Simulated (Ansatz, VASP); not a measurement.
# W: VASP beside Ansatz

INCAR

```
PREC = Accurate
ENCUT = 500
EDIFF = 1E-6
ISMEAR = 0
SIGMA = 0.1
LREAL = F
LASPH = T
NELM = 120
ALGO = Normal
ISIF = 2
LWAVE = F
LCHARG = T
GGA = PS
LELF = T
LVHAR = T
NBANDS = 13
GGA_COMPAT = F
```

File KPOINTS:

```
Automatic mesh
0
Gamma
  8 8 8
```

Contents of POSCAR:

```
W
1.0
    0.0000000000      1.9871083029      1.9871083029
    1.9871083029      0.0000000000      1.9871083029
    1.9871083029      1.9871083029      0.0000000000
W
1
Direct
    0.0000000000      0.0000000000      0.0000000000
```

Input for Ansatz:

```yaml
crystal:
  lattice:
    - [0.0, 1.9871083029, 1.9871083029]
    - [1.9871083029, 0.0, 1.9871083029]
    - [1.9871083029, 1.9871083029, 0.0]
  atoms:
    - { symbol: W, position: [0.0, 0.0, 0.0] }
basis:
  ecutwfc: 420
kpoints:
  mp_grid: { grid: [8, 8, 8] }
hamiltonian:
  xc: pbesol
scf:
  occupations: { method: gaussian, width: 0.1 }
output:
  forces: true
  stress: true
  eigenvalues: true
```

Alike in both runs: task single point; functional PBEsol; k mesh 8 × 8 × 8; occupations gaussian, width 0.1 eV; no spin polarisation.

|  | VASP | Ansatz |
| --- | --- | --- |
| version | VASP 6.6.1 | Ansatz 0.2.0 |
| potentials or method | VASP PAW PBE potentials, release 64 (W_sv), cutoff 500 eV | scalar-relativistic, plane waves, PAW |
| valence electrons in the cell | 14 | 14 |

Ansatz gave:

| Quantity | Value |
| --- | --- |
| gap on the k mesh at the Fermi level (eV) | none |
| pressure (GPa) | 6.1 |

Task: Which values does VASP return?

Result: gap on the k mesh at the Fermi level (eV): none; pressure (GPa): 6.9.

VASP's potentials were made for PBE, not for PBEsol. A gap of «none» marks a metal or a gap that the smearing closes. The functional is the same, so the differences come from potentials, cutoffs and numerics.

Neither program's run includes spin-orbit coupling.
